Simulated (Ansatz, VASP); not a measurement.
**BP: VASP beside Ansatz**

The input INCAR:

```
SYSTEM = BP
ALGO = Normal
EDIFF = 1E-6
ENCUT = 520
GGA = PE
ISIF = 2
ISMEAR = 0
LASPH = .True.
LCHARG = .False.
LREAL = .False.
LWAVE = .False.
NBANDS = 11
NELM = 100
PREC = Accurate
SIGMA = 0.05
```

The input KPOINTS:

```
k-points
0
Gamma
  12 12 12
  0 0 0
```

File POSCAR:

```
BP
1.0
    0.0000000000      2.4412173496      2.2526689578
    2.2526689578      0.0000000000      2.2526689578
    2.2526689578      2.4412173496      0.0000000000
B P
1 1
Direct
    0.0000000000      0.0000000000      0.0000000000
    0.7500000000      0.7500000000      0.7500000000
```

Input for Ansatz:

```yaml
crystal:
  lattice:
    - [0.0, 2.4412173496, 2.2526689578]
    - [2.2526689578, 0.0, 2.2526689578]
    - [2.2526689578, 2.4412173496, 0.0]
  atoms:
    - { symbol: B, position: [0.0, 0.0, 0.0] }
    - { symbol: P, position: [0.75, 0.75, 0.75] }
basis:
  ecutwfc: 520.0
kpoints:
  mp_grid: { grid: [12, 12, 12] }
hamiltonian:
  xc: pbe
scf:
  occupations: { method: gaussian, width: 0.05 }
output:
  forces: true
  stress: true
  eigenvalues: true
```

Alike in both runs: task single point; functional PBE; k mesh 12 × 12 × 12; occupations gaussian, width 0.05 eV; no spin polarisation.

|  | VASP | Ansatz |
| --- | --- | --- |
| version | VASP 6.6.1 | Ansatz 0.2.0 |
| potentials or method | VASP PAW PBE potentials, release 64 (B, P), cutoff 520 eV | scalar-relativistic, plane waves, PAW |
| valence electrons in the cell | 8 | 8 |

```csv
,VASP,Ansatz,Ansatz less VASP
gap on the k mesh at the Fermi level (eV),0.73,0.73,+0.004
least direct gap on the mesh (eV),2.93,2.93,+0.003
pressure (GPa),-7.8,-7.6,+0.18
"traceless stress, the component that is largest in VASP (GPa)",-15.03,-15.01,+0.018
```

With one functional, cell and mesh, what is left measures potentials, basis and numerics.
